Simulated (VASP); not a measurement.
# LiNbBr2 (P4/mmm) in VASP: notebook

Runs on LiNbBr2. Level: PBE. Tasks: single point, relaxation of cell and atoms.

Everything below comes from runs of VASP 6.6.1. Logs are shortened: lines on timing, memory, paths and dates and some standing lists are left out, and cuts for length are marked.

## (1) The cell of the first run

It takes space group P4/mmm (No. 123, tetragonal). The conventional cell has a = 5.523 Å, b = 5.523 Å, c = 2.578 Å, α = 90.00°, β = 90.00°, γ = 90.00°. Within 3.4 Å of Li (site symmetry 4/mmm) lie 2 Li at 2.58 Å and 8 Br at 3.05 Å. Within 3.4 Å of Nb (site symmetry 4/mmm) lie 2 Nb at 2.58 Å and 4 Br at 2.76 Å. Br (site symmetry mmm) has 2 Br at 2.58 Å and 2 Nb at 2.76 Å and 4 Li at 3.05 Å within 3.4 Å.

## (2) Single point, PBE

Contents of INCAR:

```
SYSTEM = LiNbBr2
ALGO     = Normal         ! electronic algorithm
EDIFF    = 1E-6           ! SCF threshold, eV
ENCUT    = 520            ! plane-wave cutoff, eV
GGA      = PE             ! functional
ISIF     = 2              ! what is computed and relaxed
ISMEAR   = 0              ! smearing method
LASPH    = .True.         ! aspherical terms in the spheres
LCHARG   = .False.        ! write CHGCAR
LREAL    = .False.        ! projectors in reciprocal space
LWAVE    = .False.        ! write WAVECAR
NBANDS   = 23             ! bands
NELM     = 100            ! most SCF steps
PREC     = Accurate       ! precision mode
SIGMA    = 0.1            ! smearing width, eV
```

Contents of KPOINTS:

```
k-points
0
Gamma
  4 4 6
  0 0 0
```

Contents of POSCAR:

```
LiNbBr2
1.0
    5.5232883800      0.0000000000      0.0000000000
    0.0000000000      5.5232883800      0.0000000000
    0.0000000000      0.0000000000      2.5784711700
Li Nb Br
1 1 2
Direct
    0.5000000000      0.5000000000      0.5000000000
    0.0000000000      0.0000000000      0.0000000000
    0.5000000000      0.0000000000      0.0000000000
    0.0000000000      0.5000000000      0.0000000000
```

Potentials or basis: VASP PAW PBE potentials, release 64 (Li_sv, Nb_sv, Br).

Command:

```console
cat potpaw_PBE.64/Li_sv/POTCAR potpaw_PBE.64/Nb_sv/POTCAR potpaw_PBE.64/Br/POTCAR > POTCAR
mpirun -np 1 vasp_std > vasp.out
```

OUTCAR:

```text
SYSTEM = LiNbBr2
   EDIFF = 1E-6
   ENCUT = 520
   GGA = PE
   ISIF = 2
   ISMEAR = 0
   LASPH = .True.
   LREAL = .False.
   NELM = 100
   PREC = Accurate

 ion  position               nearest neighbor table
   1  0.500  0.500  0.500-
   2  0.000  0.000  0.000-   3 2.76   4 2.76   4 2.76   3 2.76
   3  0.500  0.000  0.000-   2 2.76   2 2.76
   4  0.000  0.500  0.000-   2 2.76   2 2.76

  LATTYP: Found a simple tetragonal cell.
 ALAT       =     5.5232883800
 C/A-ratio  =     0.4668362382

  Lattice vectors:

 A1 = (   5.5232883800,   0.0000000000,   0.0000000000)
 A2 = (   0.0000000000,   5.5232883800,   0.0000000000)
 A3 = (   0.0000000000,   0.0000000000,   2.5784711700)

Analysis of symmetry for initial positions (statically):
=====================================================================
 Subroutine PRICEL returns:
 Original cell was already a primitive cell.

 Routine SETGRP: Setting up the symmetry group for a
 simple tetragonal supercell.

 Subroutine GETGRP returns: Found 16 space group operations
 (whereof 16 operations were pure point group operations)
 out of a pool of 16 trial point group operations.

The static configuration has the point symmetry D_4h.

Analysis of symmetry for dynamics (positions and initial velocities):
=====================================================================
 Subroutine PRICEL returns:
 Original cell was already a primitive cell.

 Routine SETGRP: Setting up the symmetry group for a
 simple tetragonal supercell.

 Subroutine GETGRP returns: Found 16 space group operations
 (whereof 16 operations were pure point group operations)
 out of a pool of 16 trial point group operations.

The dynamic configuration has the point symmetry D_4h.

 Subroutine INISYM returns: Found 16 space group operations
 (whereof 16 operations are pure point group operations),
 and found     1 'primitive' translations

----------------------------------------------------------------------------------------

                                     Primitive cell

  volume of cell :      78.6607

  direct lattice vectors                    reciprocal lattice vectors
     5.523288380  0.000000000  0.000000000     0.181051564  0.000000000  0.000000000
     0.000000000  5.523288380  0.000000000     0.000000000  0.181051564  0.000000000
     0.000000000  0.000000000  2.578471170     0.000000000  0.000000000  0.387826714

  length of vectors
     5.523288380  5.523288380  2.578471170     0.181051564  0.181051564  0.387826714

[... 83 lines left out ...]
   EDIFF  = 0.1E-05   stopping-criterion for ELM
   LREAL  =      F    real-space projection
   EDIFFG = 0.1E-04   stopping-criterion for IOM
   NSW    =      0    number of steps for IOM
   IBRION =     -1    ionic relax: 0-MD 1-quasi-New 2-CG
   NFREE  =      0    steps in history (QN), initial steepest desc. (CG)
   ISIF   =      2    stress and relaxation
   ISYM   =      2    0-nonsym 1-usesym 2-fastsym
   POTIM  = 0.5000    time-step for ionic-motion
   TEBEG  =    0.0;   TEEND  =   0.0 temperature during run
   PSTRESS=    0.0 pullay stress
   NELECT =      30.0000    total number of electrons
   NUPDOWN=      -1.0000    fix difference up-down
   EMIN   =  10.00;   EMAX   =-10.00  energy-range for DOS
   EFERMI =   0.00;   METHOD = LEGACY
   ISMEAR =     0;   SIGMA  =   0.10  broadening in eV -4-tet -1-fermi 0-gaus
   EFERMI_NEDOS =   21; number of points for ismear=-14 and -15
   IALGO  =     38    algorithm
   IMIX   =      4    mixing-type and parameters
     AMIX     =   0.40;   BMIX     =  1.00
     AMIX_MAG =   1.60;   BMIX_MAG =  1.00
  volume/ion in A,a.u.               =      19.67       132.71
  Fermi-wavevector in a.u.,A,eV,Ry     =   1.187215  2.243511 19.177129  1.409479
  Thomas-Fermi vector in A             =   2.323371
   LORBIT       =      0    0 simple, 1 ext, 2 COOP (PROOUT), +10 PAW based schemes
   GGA     = PE    functional components
   LHFCALC =     F    Hartree Fock is set to
   AEXX    =    0.0000 exact exchange contribution
   IVDW    =     0    specifies the selected vdW correction
   LEPSILON=     F    determine dielectric tensor
   LRPA    =     F    only Hartree local field effects (RPA)
 non-spin polarized calculation
 Gauss-broadening in eV      SIGMA  =   0.10
  energy-cutoff  :      520.00
  volume of cell :       78.66
 maximum number of plane-waves:      2160
 NGX is ok and might be reduce to    42
   NGX = 21   NGY = 21   NGZ =  9

 number of electron      29.9999995 magnetization

 Free energy of the ion-electron system (eV)
  ---------------------------------------------------
  ext. energy  EPLUGINS =         0.00000000
  ---------------------------------------------------
  free energy    TOTEN  =       -14.02771934 eV

  energy without entropy =      -14.01712817  energy(sigma->0) =      -14.02242375

 E-fermi :   7.3746     XC(G=0): -10.0110

 val. band max:        7.3742993174   @ k =   0.2500   0.0000   0.3333
 cond. band min:       7.4661412387   @ k =   0.5000   0.5000   0.0000
 fundamental gap:      0.0918419213
 Fermi energy:         7.3746372191

 k-point     1 :       0.0000    0.0000    0.0000
  band No.  band energies     occupation
      1     -47.7701      2.00000
      2     -41.5659      2.00000
      3     -24.0356      2.00000
      4     -24.0356      2.00000
      5     -22.5097      2.00000
      6     -11.9074      2.00000
[... 613 lines left out ...]
     22      13.0906      0.00000
     23      13.3200      0.00000

------------------------ aborting loop because EDIFF is reached ----------------------------------------

  FORCE on cell =-STRESS in cart. coord.  units (eV):
  Direction    XX          YY          ZZ          XY          YZ          ZX
  --------------------------------------------------------------------------------------
  -------------------------------------------------------------------------------------
  Total        0.3441665      0.3441665     13.6658402      0.0000000     -0.0000000      0.0000000
  in kB        7.0100546      7.0100546    278.3487038      0.0000000     -0.0000000      0.0000000
  external PRESSURE =      97.4562710 kB  Pullay stress =       0.0000000 kB

 VOLUME and BASIS-vectors are now :
 -----------------------------------------------------------------------------
  energy-cutoff  :      520.00
  volume of cell :       78.66
      direct lattice vectors                 reciprocal lattice vectors
     5.523288380  0.000000000  0.000000000     0.181051564  0.000000000  0.000000000
     0.000000000  5.523288380  0.000000000     0.000000000  0.181051564  0.000000000
     0.000000000  0.000000000  2.578471170     0.000000000  0.000000000  0.387826714

 POSITION                                       TOTAL-FORCE (eV/Angst)
 -----------------------------------------------------------------------------------
      2.76164      2.76164      1.28924         0.000000      0.000000      0.000000
      0.00000      0.00000      0.00000         0.000000      0.000000      0.000000
      2.76164      0.00000      0.00000         0.000000      0.000000      0.000000
      0.00000      2.76164      0.00000         0.000000      0.000000      0.000000
 -----------------------------------------------------------------------------------
    total drift:                                0.000000      0.000000     -0.000000

  FREE ENERGIE OF THE ION-ELECTRON SYSTEM (eV)
  ---------------------------------------------------
  free  energy   TOTEN  =       -14.0277193414 eV

  energy  without entropy=      -14.0171281680  energy(sigma->0) =      -14.02242375
```

OSZICAR:

```text
N       E                     dE             d eps       ncg     rms          rms(c)
DAV:   1     0.251808595848E+03    0.25181E+03   -0.14323E+04  1112   0.127E+03
DAV:   2     0.743958739269E+01   -0.24437E+03   -0.23024E+03  1433   0.373E+02
DAV:   3    -0.132233465154E+02   -0.20663E+02   -0.19811E+02  1886   0.854E+01
DAV:   4    -0.143198821482E+02   -0.10965E+01   -0.10657E+01  1581   0.183E+01
DAV:   5    -0.143721318289E+02   -0.52250E-01   -0.52189E-01  1607   0.348E+00    0.167E+01
DAV:   6    -0.141168696085E+02    0.25526E+00   -0.20676E-01  1462   0.299E+00    0.102E+01
DAV:   7    -0.140357157023E+02    0.81154E-01   -0.34772E-01  1548   0.451E+00    0.115E+00
DAV:   8    -0.140290305284E+02    0.66852E-02   -0.41931E-02  1666   0.144E+00    0.621E-01
DAV:   9    -0.140280633367E+02    0.96719E-03   -0.68246E-03  1382   0.535E-01    0.123E-01
DAV:  10    -0.140277101313E+02    0.35321E-03   -0.71751E-04  1569   0.184E-01    0.287E-02
DAV:  11    -0.140277182813E+02   -0.81500E-05   -0.52974E-05  1535   0.523E-02    0.151E-02
DAV:  12    -0.140277195116E+02   -0.12303E-05   -0.10197E-05  1632   0.254E-02    0.514E-03
DAV:  13    -0.140277193414E+02    0.17018E-06   -0.11375E-06  1023   0.824E-03
   1 F= -.14027719E+02 E0= -.14022424E+02  d E =-.105912E-01
```

Run time: 77 s. Hardware: 1 thread of Intel Xeon 8259CL, shared host; peak memory 0.2 GiB.

Results:

| Item | Value |
| --- | --- |
| Free energy | -14.0277 eV |
| Band gap on the k mesh | zero (bands 15 and 16 overlap by 1.32 eV) |

Caveat: the k points lie up to 0.41 Å⁻¹ apart, too coarse for converged energies and pressures of a metal; the cutoff is under 1.25 times the usual one of these potentials, so pressure, stress and relaxed cells hold a basis-set (Pulay) error.

## (3) Single point, PBE

This run uses another cell than the first one, of 22.18 Å³/atom.

Contents of INCAR:

```
  ALGO = Normal
  EDIFF = 1E-6
  ENCUT = 520
  GGA = PE
  ISIF = 2
  ISMEAR = 0
  LASPH = True
  LCHARG = False
  LREAL = False
  LWAVE = False
  NBANDS = 23
  NELM = 100
  PREC = Accurate
  SIGMA = 0.1
```

Contents of KPOINTS:

```
k-points
0
Gamma
  4 4 6
```

Contents of POSCAR:

```
LiNbBr2
1.0
    5.1569427011      0.0000000000      0.0000000000
    0.0000000000      5.1569427011      0.0000000000
    0.0000000000      0.0000000000      3.3356903405
Li Nb Br
1 1 2
Direct
    0.5000000000      0.5000000000      0.5000000000
    0.0000000000      0.0000000000      0.0000000000
    0.5000000000      0.0000000000      0.0000000000
    0.0000000000      0.5000000000      0.0000000000
```

Potentials or basis: VASP PAW PBE potentials, release 64 (Li_sv, Nb_sv, Br).

Command:

```console
cat potpaw_PBE.64/Li_sv/POTCAR potpaw_PBE.64/Nb_sv/POTCAR potpaw_PBE.64/Br/POTCAR > POTCAR
mpirun -np 1 vasp_std > vasp.out
```

OUTCAR:

```text
EDIFF = 1E-6
   ENCUT = 520
   GGA = PE
   ISIF = 2
   ISMEAR = 0
   LASPH = True
   LREAL = False
   NELM = 100
   PREC = Accurate

 ion  position               nearest neighbor table
   1  0.500  0.500  0.500-
   2  0.000  0.000  0.000-   3 2.58   4 2.58   4 2.58   3 2.58
   3  0.500  0.000  0.000-   2 2.58   2 2.58
   4  0.000  0.500  0.000-   2 2.58   2 2.58

  LATTYP: Found a simple tetragonal cell.
 ALAT       =     5.1569427011
 C/A-ratio  =     0.6468348659

  Lattice vectors:

 A1 = (   5.1569427011,   0.0000000000,   0.0000000000)
 A2 = (   0.0000000000,   5.1569427011,   0.0000000000)
 A3 = (   0.0000000000,   0.0000000000,   3.3356903405)

Analysis of symmetry for initial positions (statically):
=====================================================================
 Subroutine PRICEL returns:
 Original cell was already a primitive cell.

 Routine SETGRP: Setting up the symmetry group for a
 simple tetragonal supercell.

 Subroutine GETGRP returns: Found 16 space group operations
 (whereof 16 operations were pure point group operations)
[... 164 lines left out ...]
  free energy    TOTEN  =       -16.25244982 eV

  energy without entropy =      -16.24287306  energy(sigma->0) =      -16.24766144

 E-fermi :   6.1774     XC(G=0):  -9.4359

 val. band max:        6.1073038535   @ k =   0.5000   0.0000   0.1667
 cond. band min:       6.2299220793   @ k =   0.5000   0.0000   0.0000
 fundamental gap:      0.1226182258
 Fermi energy:         6.1774230791

 k-point     1 :       0.0000    0.0000    0.0000
  band No.  band energies     occupation
      1     -49.4631      2.00000
      2     -43.0888      2.00000
      3     -25.7175      2.00000
      4     -25.7175      2.00000
      5     -25.2366      2.00000
      6     -11.8902      2.00000
[... 613 lines left out ...]
     22      11.3196      0.00000
     23      11.3196      0.00000

------------------------ aborting loop because EDIFF is reached ----------------------------------------

  FORCE on cell =-STRESS in cart. coord.  units (eV):
  Direction    XX          YY          ZZ          XY          YZ          ZX
  --------------------------------------------------------------------------------------
  -------------------------------------------------------------------------------------
  Total       -0.1848361     -0.1848361      0.1815590      0.0000000     -0.0000000      0.0000000
  in kB       -3.3383121     -3.3383121      3.2791256      0.0000000     -0.0000000      0.0000000
  external PRESSURE =      -1.1324995 kB  Pullay stress =       0.0000000 kB

 VOLUME and BASIS-vectors are now :
 -----------------------------------------------------------------------------
  energy-cutoff  :      520.00
  volume of cell :       88.71
      direct lattice vectors                 reciprocal lattice vectors
     5.156942701  0.000000000  0.000000000     0.193913343  0.000000000  0.000000000
     0.000000000  5.156942701  0.000000000     0.000000000  0.193913343  0.000000000
     0.000000000  0.000000000  3.335690340     0.000000000  0.000000000  0.299788019

 POSITION                                       TOTAL-FORCE (eV/Angst)
 -----------------------------------------------------------------------------------
      2.57847      2.57847      1.66785         0.000000      0.000000      0.000000
      0.00000      0.00000      0.00000         0.000000      0.000000      0.000000
      2.57847      0.00000      0.00000         0.000000      0.000000      0.000000
      0.00000      2.57847      0.00000         0.000000      0.000000      0.000000
 -----------------------------------------------------------------------------------
    total drift:                                0.000000      0.000000     -0.000000

  FREE ENERGIE OF THE ION-ELECTRON SYSTEM (eV)
  ---------------------------------------------------
  free  energy   TOTEN  =       -16.2524498183 eV

  energy  without entropy=      -16.2428730582  energy(sigma->0) =      -16.24766144
```

stdout:

```text
POSCAR found type information on POSCAR LiNbBr
 POSCAR found :  3 types and       4 ions
 scaLAPACK will be used
 LDA part: xc-table for (Slater+PW92), standard interpolation
 POSCAR, INCAR and KPOINTS ok, starting setup
 FFT: planning ... GRIDC
 FFT: planning ... GRID_SOFT
 FFT: planning ... GRID
 WAVECAR not read
 entering main loop
```

Run time: 85 s. Hardware: 1 thread of Intel Xeon 8259CL, shared host; peak memory 0.22 GiB.

Results:

| Item | Value |
| --- | --- |
| Free energy | -16.2524 eV |
| Band gap on the k mesh | zero (bands 15 and 16 overlap by 1.90 eV) |

Levels at points of the mesh, in eV from the Fermi level:
```tsv
k point	band 13	band 14	band 15	band 16	band 17	band 18
(0.00, 0.00, 0.00)	-3.14	-2.33	-1.65	0.09	0.10	0.56
(0.50, 0.00, 0.00)	-3.39	-2.15	0.05	0.55	0.58	1.60
(0.50, 0.50, 0.00)	-3.72	-2.02	0.59	1.61	1.61	1.71
(0.00, 0.00, 0.50)	-4.40	-1.84	-1.84	-1.13	0.32	0.79
(0.50, 0.00, 0.50)	-5.38	-1.67	0.07	0.34	0.75	1.74
(0.50, 0.50, 0.50)	-3.88	0.13	0.13	0.37	0.77	0.92
```

Caveat: the cutoff is under 1.25 times the usual one of these potentials, so pressure, stress and relaxed cells hold a basis-set (Pulay) error.

(Part 1 of 2 ends here.)

The gap in the log of VASP goes by the Fermi energy; the results here count the filled bands.